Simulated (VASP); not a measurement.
# Na (Im-3m) in VASP: further runs

The runs below take Na through single point, with LDA.

All numbers are computed with VASP 6.6.1; they aren't measurements. Logs are shortened: lines on timing, memory, paths and dates and some standing lists are left out, and cuts for length are marked.

## 1. The cell of the first run

The structure is cubic, space group Im-3m (No. 229). The conventional cell has a = 3.240 Å, b = 3.240 Å, c = 3.240 Å, α = 90.00°, β = 90.00°, γ = 90.00°. Na (site symmetry m-3m) has 14 Na at 2.81 to 3.24 Å within 3.7 Å.

## 2. Single point, LDA

The input, INCAR:

```
PREC = Accurate ; ENCUT = 520
EDIFF = 1E-7 ; ISMEAR = -1
SIGMA = 0.1 ; LREAL = False
LASPH = True ; NELM = 100
ALGO = Normal ; ISIF = 2
LWAVE = False ; LCHARG = False
GGA = CA ; NBANDS = 10
```

The input, KPOINTS:

```
regular mesh
0
Gamma
  17 17 17
```

The input, POSCAR:

```
Na
1.0
   -1.6197926245      1.6197926245      1.6197926245
    1.6197926245     -1.6197926245      1.6197926245
    1.6197926245      1.6197926245     -1.6197926245
Na
1
Direct
    0.0000000000      0.0000000000      0.0000000000
```

Potentials or basis: VASP PAW LDA potentials, release 64 (Na_pv).

The run is started by

```console
> cat potpaw_LDA.64/Na_pv/POTCAR > POTCAR
> mpirun -np 1 vasp_std > vasp.out
```

OUTCAR:

```text
PREC = Accurate
   ENCUT = 520
   EDIFF = 1E-7
   ISMEAR = -1
   LREAL = False
   LASPH = True
   NELM = 100
   ISIF = 2
   GGA = CA

 ion  position               nearest neighbor table
   1  0.000  0.000  0.000-

  LATTYP: Found a body centered cubic cell.
 ALAT       =     3.2395852490

  Lattice vectors:

 A1 = (  -1.6197926245,   1.6197926245,   1.6197926245)
 A2 = (   1.6197926245,  -1.6197926245,   1.6197926245)
 A3 = (   1.6197926245,   1.6197926245,  -1.6197926245)

Analysis of symmetry for initial positions (statically):
=====================================================================
 Subroutine PRICEL returns:
 Original cell was already a primitive cell.

 Routine SETGRP: Setting up the symmetry group for a
 body centered cubic supercell.

 Subroutine GETGRP returns: Found 48 space group operations
 (whereof 48 operations were pure point group operations)
 out of a pool of 48 trial point group operations.

The static configuration has the point symmetry O_h .

Analysis of symmetry for dynamics (positions and initial velocities):
=====================================================================
 Subroutine PRICEL returns:
 Original cell was already a primitive cell.

 Routine SETGRP: Setting up the symmetry group for a
 body centered cubic supercell.

 Subroutine GETGRP returns: Found 48 space group operations
 (whereof 48 operations were pure point group operations)
 out of a pool of 48 trial point group operations.

The dynamic configuration has the point symmetry O_h .

 Subroutine INISYM returns: Found 48 space group operations
 (whereof 48 operations are pure point group operations),
 and found     1 'primitive' translations

----------------------------------------------------------------------------------------

                                     Primitive cell

  volume of cell :      16.9996

  direct lattice vectors                    reciprocal lattice vectors
    -1.619792625  1.619792625  1.619792625     0.000000000  0.308681489  0.308681489
     1.619792625 -1.619792625  1.619792625     0.308681489  0.000000000  0.308681489
     1.619792625  1.619792625 -1.619792625     0.308681489  0.308681489  0.000000000

  length of vectors
     2.805563123  2.805563123  2.805563123     0.436541549  0.436541549  0.436541549

  position of ions in fractional coordinates (direct lattice)
     0.000000000  0.000000000  0.000000000

  ion indices of the primitive-cell ions
   primitive index   ion index
                 1           1

----------------------------------------------------------------------------------------

 KPOINTS: regular mesh

Automatic generation of k-mesh.
 Grid dimensions read from file:
 generate k-points for:   17   17   17

 Generating k-lattice:

  Cartesian coordinates                     Fractional coordinates (reciprocal lattice)
     0.000000000  0.018157735  0.018157735     0.058823529  0.000000000  0.000000000
     0.018157735  0.000000000  0.018157735     0.000000000  0.058823529  0.000000000
     0.018157735  0.018157735  0.000000000     0.000000000  0.000000000  0.058823529

  Length of vectors
     0.025678915  0.025678915  0.025678915

  Shift w.r.t. Gamma in fractional coordinates (k-lattice)
     0.000000000  0.000000000  0.000000000

 Subroutine IBZKPT returns following result:
 ===========================================

 Found    165 irreducible k-points:

 Following reciprocal coordinates:
            Coordinates               Weight
  0.000000  0.000000  0.000000      1.000000
  0.058824  0.000000  0.000000     12.000000
  0.117647  0.000000  0.000000     12.000000
  0.176471  0.000000  0.000000     12.000000
  0.235294  0.000000  0.000000     12.000000
  0.294118  0.000000  0.000000     12.000000
[... 16 lines left out ...]
  0.411765  0.117647  0.000000     48.000000
  0.176471  0.176471  0.000000     24.000000
 [... further k-points ...]
   k-points           NKPTS =    165   k-points in BZ     NKDIM =    165   number of bands    NBANDS=     10
   number of dos      NEDOS =    301   number of ions     NIONS =      1
   total plane-waves  NPLWV =  13824
   dimension x,y,z NGX =    24 NGY =   24 NGZ =   24
   dimension x,y,z NGXF=    48 NGYF=   48 NGZF=   48
   ions per type =               1
   NGX,Y,Z   is equivalent  to a cutoff of  14.22, 14.22, 14.22 a.u.
   NGXF,Y,Z  is equivalent  to a cutoff of  28.44, 28.44, 28.44 a.u.
 SYSTEM =  unknown system
   PREC   = accura    normal or accurate (medium, high low for compatibility)
   ISTART =      0    job   : 0-new  1-cont  2-samecut
   ICHARG =      2    charge: 1-file 2-atom 10-const
   ISPIN  =      1    spin polarized calculation?
   LNONCOLLINEAR =      F non collinear calculations
   LSORBIT =      F    spin-orbit coupling
   LASPH  =      T    aspherical Exc in radial PAW
   ENCUT  =  520.0 eV  38.22 Ry    6.18 a.u.   5.22  5.22  5.22*2*pi/ulx,y,z
   NELM   =    100;   NELMIN=  2; NELMDL= -5     # of ELM steps
   EDIFF  = 0.1E-06   stopping-criterion for ELM
   LREAL  =      F    real-space projection
   EDIFFG = 0.1E-05   stopping-criterion for IOM
   NSW    =      0    number of steps for IOM
   IBRION =     -1    ionic relax: 0-MD 1-quasi-New 2-CG
   NFREE  =      0    steps in history (QN), initial steepest desc. (CG)
   ISIF   =      2    stress and relaxation
   ISYM   =      2    0-nonsym 1-usesym 2-fastsym
   POTIM  = 0.5000    time-step for ionic-motion
   TEBEG  =    0.0;   TEEND  =   0.0 temperature during run
   PSTRESS=    0.0 pullay stress
   NELECT =       7.0000    total number of electrons
   NUPDOWN=      -1.0000    fix difference up-down
   EMIN   =  10.00;   EMAX   =-10.00  energy-range for DOS
   EFERMI =   0.00;   METHOD = LEGACY
   ISMEAR =    -1;   SIGMA  =   0.10  broadening in eV -4-tet -1-fermi 0-gaus
   EFERMI_NEDOS =   21; number of points for ismear=-14 and -15
   IALGO  =     38    algorithm
   IMIX   =      4    mixing-type and parameters
     AMIX     =   0.40;   BMIX     =  1.00
     AMIX_MAG =   1.60;   BMIX_MAG =  1.00
  volume/ion in A,a.u.               =      17.00       114.72
  Fermi-wavevector in a.u.,A,eV,Ry     =   1.217946  2.301585 20.182786  1.483393
  Thomas-Fermi vector in A             =   2.353249
   LORBIT       =      0    0 simple, 1 ext, 2 COOP (PROOUT), +10 PAW based schemes
   GGA     = CA    functional components
   LHFCALC =     F    Hartree Fock is set to
   AEXX    =    0.0000 exact exchange contribution
   IVDW    =     0    specifies the selected vdW correction
   LEPSILON=     F    determine dielectric tensor
   LRPA    =     F    only Hartree local field effects (RPA)
 non-spin polarized calculation
  energy-cutoff  :      520.00
  volume of cell :       17.00
 maximum number of plane-waves:       472
 NGX is ok and might be reduce to    24
   NGX = 11   NGY = 11   NGZ = 11

 number of electron       6.9999995 magnetization

 Free energy of the ion-electron system (eV)
  ---------------------------------------------------
  ext. energy  EPLUGINS =         0.00000000
  ---------------------------------------------------
  free energy    TOTEN  =        -0.81243912 eV

  energy without entropy =       -0.80193557  energy(sigma->0) =       -0.80718735

 E-fermi :   3.6856     XC(G=0):  -9.3849

 val. band max:        3.6362015997   @ k =   0.2353   0.1765   0.1176
 cond. band min:       3.8093933502   @ k =   0.2353   0.2353   0.0588
 fundamental gap:      0.1731917505
 Fermi energy:         3.6855720523

 k-point     1 :       0.0000    0.0000    0.0000
  band No.  band energies     occupation
      1     -21.2844      2.00000
      2     -21.2844      2.00000
      3     -21.2844      2.00000
      4      -1.7278      2.00000
      5      21.0462      0.00000
      6      21.0462      0.00000
      7      21.0462      0.00000
      8      22.8996      0.00000
      9      22.8996      0.00000
     10      24.0859      0.00000

 k-point     2 :       0.0588    0.0000    0.0000
  band No.  band energies     occupation
      1     -21.2999      2.00000
      2     -21.2886      2.00000
      3     -21.2846      2.00000
      4      -1.6186      2.00000
      5      19.9529      0.00000
      6      20.3963      0.00000
      7      20.9740      0.00000
      8      22.1234      0.00000
      9      22.2077      0.00000
     10      24.8881      0.00000

 k-point     3 :       0.1176    0.0000    0.0000
  band No.  band energies     occupation
      1     -21.3440      2.00000
      2     -21.3006      2.00000
      3     -21.2851      2.00000
      4      -1.2945      2.00000
      5      17.7009      0.00000
      6      19.2658      0.00000
      7      20.7852      0.00000
      8      21.2688      0.00000
      9      22.0597      0.00000
     10      26.0268      0.00000

 k-point     4 :       0.1765    0.0000    0.0000
  band No.  band energies     occupation
      1     -21.4098      2.00000
      2     -21.3187      2.00000
      3     -21.2859      2.00000
      4      -0.7646      2.00000
      5      15.4185      0.00000
      6      18.1785      0.00000
      7      20.4437      0.00000
      8      20.5392      0.00000
      9      22.1140      0.00000
     10      26.9493      0.00000
[... 222 lines left out ...]
 k-point    22 :       0.3529    0.1176    0.0000
  band No.  band energies     occupation
      1     -21.6712      2.00000
      2     -21.4152      2.00000
      3     -21.3079      2.00000
      4       3.3731      1.91579
      5       7.8562      0.00000
      6      13.5268      0.00000
      7      18.5784      0.00000
      8      19.9647      0.00000
      9      23.8205      0.00000
     10      26.5176      0.00000

 k-point    23 :       0.4118    0.1176    0.0000
  band No.  band energies     occupation
      1     -21.6933      2.00000
      2     -21.4257      2.00000
      3     -21.3085      2.00000
      4       4.6230      0.00017
      5       6.3567      0.00000
      6      13.3478      0.00000
      7      18.4334      0.00000
      8      19.8569      0.00000
      9      23.7913      0.00000
     10      26.7960      0.00000

 k-point    24 :       0.1765    0.1765    0.0000
  band No.  band energies     occupation
      1     -21.5605      2.00000
      2     -21.3679      2.00000
      3     -21.3115      2.00000
      4       1.0504      2.00000
      5      11.9873      0.00000
      6      13.7450      0.00000
      7      19.1085      0.00000
      8      20.9488      0.00000
      9      23.8035      0.00000
     10      27.0041      0.00000

 [... further k-points ...]

------------------------ aborting loop because EDIFF is reached ----------------------------------------

  FORCE on cell =-STRESS in cart. coord.  units (eV):
  Direction    XX          YY          ZZ          XY          YZ          ZX
  --------------------------------------------------------------------------------------
  -------------------------------------------------------------------------------------
  Total        2.3446649      2.3446649      2.3446649      0.0000000      0.0000000     -0.0000000
  in kB      220.9800779    220.9800779    220.9800779      0.0000000      0.0000000     -0.0000000
  external PRESSURE =     220.9800779 kB  Pullay stress =       0.0000000 kB

 VOLUME and BASIS-vectors are now :
 -----------------------------------------------------------------------------
  energy-cutoff  :      520.00
  volume of cell :       17.00
      direct lattice vectors                 reciprocal lattice vectors
    -1.619792625  1.619792625  1.619792625     0.000000000  0.308681489  0.308681489
     1.619792625 -1.619792625  1.619792625     0.308681489  0.000000000  0.308681489
     1.619792625  1.619792625 -1.619792625     0.308681489  0.308681489  0.000000000

 POSITION                                       TOTAL-FORCE (eV/Angst)
 -----------------------------------------------------------------------------------
      0.00000      0.00000      0.00000         0.000000      0.000000     -0.000000
 -----------------------------------------------------------------------------------
    total drift:                                0.000000      0.000000      0.000000

  FREE ENERGIE OF THE ION-ELECTRON SYSTEM (eV)
  ---------------------------------------------------
  free  energy   TOTEN  =        -0.8124391248 eV

  energy  without entropy=       -0.8019355737  energy(sigma->0) =       -0.80718735
```

Wall time 15 s (1 thread of Intel Xeon 8259CL, shared host); peak memory 0.14 GiB.

What came out:

```yaml
Free_energy: -0.8124 eV
Pressure: 22.1 GPa
Band_gap_on_the_k_mesh: zero (an odd number of electrons rules out a gap without spin polarisation)
```

Levels at points of the mesh, in eV from the Fermi level:
```csv
k point,band 2,band 3,band 4,band 5,band 6,band 7
"(0.00, 0.00, 0.00)",-24.97,-24.97,-5.41,17.36,17.36,17.36
```

Caveat: the cell stands under pressure.

(Continued in part 2 of 2.)

The gap in the log of VASP goes by the Fermi energy; the results here count the filled bands.